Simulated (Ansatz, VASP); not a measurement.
**Yb2CdS4: VASP beside Ansatz**

```xyz
14
Lattice="0.0000 5.5516 5.5516 5.5516 0.0000 5.5516 5.5516 5.5516 0.0000" Properties=species:S:1:pos:R:3 pbc="T T T"
S     4.1859    4.1859    4.1859
S     9.6932    6.9618    6.9618
S     6.9173    6.9173    4.1859
S     6.9618    9.6932    6.9618
S     4.1859    6.9173    6.9173
S     9.6932    9.6932    9.6932
S     6.9173    4.1859    6.9173
S     6.9618    6.9618    9.6932
Yb    6.9396    6.9396    6.9396
Yb    6.9396    4.1637    4.1637
Yb    4.1637    4.1637    6.9396
Yb    4.1637    6.9396    4.1637
Cd    0.0000    0.0000    0.0000
Cd    2.7758    2.7758    2.7758
```

Alike in both runs: task single point; functional PBE; k mesh 4 × 4 × 4; occupations fermi-dirac, width 0.1114 eV; no spin polarisation.

|  | VASP | Ansatz |
| --- | --- | --- |
| version | VASP 6.6.1 | Ansatz 0.2.0 |
| potentials or method | VASP PAW PBE potentials, release 64 (S, Yb, Cd), cutoff 520 eV | PAW plane waves |
| valence electrons in the cell | 168 | 184 |

```csv
,VASP,Ansatz,Ansatz less VASP
pressure (GPa),5.5,1.4,-4.06
rms of the force components (eV/Å),0.574,0.546,-0.0285
```

Atom by atom the forces differ by 0.029 eV/Å (rms over components). One of these differences is far larger than is usual between the two programs; its cause wasn't traced. VASP's potentials hold 168 valence electrons a cell and Ansatz's 184, so a difference there can come from the potentials and not from the codes.

Neither program's run includes spin-orbit coupling.
